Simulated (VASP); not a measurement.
Ti:

```
Ti
1.0
     2.91013    0.00000    0.00000
    -1.45507    2.52025    0.00000
     0.00000    0.00000    4.61675
Ti
2
Cartesian
  1.4551 0.8401 3.4626
  0.0000 1.6802 1.1542
```

Base run:

| Quantity | Value |
| --- | --- |
| Program | VASP 6.6.1 |
| Functional | revPBE |
| Dispersion | D3(BJ) |
| Potentials or basis | VASP PAW PBE potentials, release 64 (Ti_sv) |
| Cutoff | 520 eV |
| k mesh | 10 × 10 × 6 |
| Occupations | fermi-dirac, width 0.05 eV |
| Spin | no spin polarisation |

Its results: band gap on the k mesh zero (band 12 reaches 9.49 eV, above the bottom of band 13 at 8.47 eV); pressure -6.2 GPa.

Q: The run is repeated on the same cell with these changes: functional from revPBE to PBEsol; further incar settings from ALGO = Normal; EDIFF = 1e-06; NBANDS = 19 to ALGO = Fast; EDIFF = 1e-07; NBANDS = 19. What comes out?

A: Band gap on the k mesh zero (band 12 reaches 9.27 eV, above the bottom of band 13 at 8.27 eV); pressure -7.5 GPa.

Caveats: the PAW data sets were made with another functional, which shifts forces and pressure a little; pairwise dispersion overbinds metals, which lowers pressure and volume.
